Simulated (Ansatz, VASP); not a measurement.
# One calculation of GaP, two programs

```
CELL_PARAMETERS angstrom
0.00000 2.72500 2.72500
2.72500 0.00000 2.72500
2.72500 2.72500 0.00000
ATOMIC_POSITIONS crystal
Ga 0.00000 0.00000 0.00000
P 0.25000 0.25000 0.25000
```

Alike in both runs: task single point; functional PBEsol; k mesh 10 × 10 × 10; no spin polarisation.

|  | VASP | Ansatz |
| --- | --- | --- |
| version | VASP 6.6.1 | Ansatz 0.2.0 |
| potentials or method | VASP PAW PBE potentials, release 64 (Ga_d, P), cutoff 500 eV | scalar-relativistic, plane waves, PAW |
| occupations | gaussian, width 0.01 eV | fixed |
| valence electrons in the cell | 18 | 18 |

VASP gave:

- gap on the k mesh at the Fermi level (eV): 1.48
- least direct gap on the mesh (eV): 1.75
- pressure (GPa): -0.6

Estimate Ansatz's values.

gap on the k mesh at the Fermi level (eV): 1.48; least direct gap on the mesh (eV): 1.75; pressure (GPa): -0.5.

VASP's potentials were made for PBE, not for PBEsol.
